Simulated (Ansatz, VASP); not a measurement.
# Two plane-wave programs on InSb

```xyz
2
Lattice="3.0767 0.0000 0.0000 0.0000 3.0767 0.0000 0.0000 0.0000 6.2155" Properties=species:S:1:pos:R:3 pbc="T T T"
In    0.0000    0.0000    0.0000
Sb    0.0000    0.0000    3.1077
```

Alike in both runs: task single point; functional PBE; k mesh 7 × 7 × 4; occupations gaussian, width 0.05 eV; no spin polarisation.

```csv
,VASP,Ansatz
version,VASP 6.6.1,Ansatz 0.2.0
potentials or method,"VASP PAW PBE potentials, release 64 (In_d, Sb), cutoff 520 eV","scalar-relativistic, plane waves, PAW"
valence electrons in the cell,18,28
```

```csv
,VASP,Ansatz,Ansatz less VASP
gap on the k mesh at the Fermi level (eV),none,none,-
pressure (GPa),0.4,0.4,+0.03
"traceless stress, the component that is largest in VASP (GPa)",0.23,0.24,+0.005
```

A gap of «none» marks a metal or a gap that the smearing closes. VASP's potentials hold 18 valence electrons a cell and Ansatz's 28, so a difference there can come from the potentials and not from the codes.

Neither program's run includes spin-orbit coupling.
